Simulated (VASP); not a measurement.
Al, 1 atom in the cell. It takes space group R-3m (No. 166, trigonal). Conventional cell: a = 3.771 Å, b = 3.771 Å, c = 3.926 Å, α = 90.00°, β = 90.00°, γ = 120.00°. Within 3.4 Å of Al (site symmetry -3m) lie 6 Al at 2.54 Å.  This cell differs from its parent crystal: ratio of the length along [111] to the lengths across it x 1.7, volume and fractional coordinates fixed.

* Program: VASP 6.6.1
* Task: single point
* Functional: r2SCAN
* Potentials or basis: VASP PAW PBE potentials, release 64 (Al)
* Cutoff: 520 eV
* k mesh: 24 × 24 × 24
* Occupations: gaussian, width 0.15 eV
* Spin: no spin polarisation
* Dipole correction: no
* Further INCAR settings: ALGO = Normal; EDIFF = 1e-06; NBANDS = 8

Potentials or basis: VASP PAW PBE potentials, release 64 (Al).

The run is started by

```bash
$ cat potpaw_PBE.64/Al/POTCAR > POTCAR
$ cp INCAR.step1 INCAR
$ mpirun -np 1 vasp_std > vasp.out
$ cp INCAR.step2 INCAR
$ mpirun -np 1 vasp_std > vasp.out
```

Hardware: 1 thread of Intel Xeon 6975P-C, with other jobs on the host.

Question: How long does it take, and how much memory?

Answer: Run time: 4.4 min on 1 thread of Intel Xeon 6975P-C, with other jobs on the host, peak memory 0.24 GiB. Counts: k points 1313.
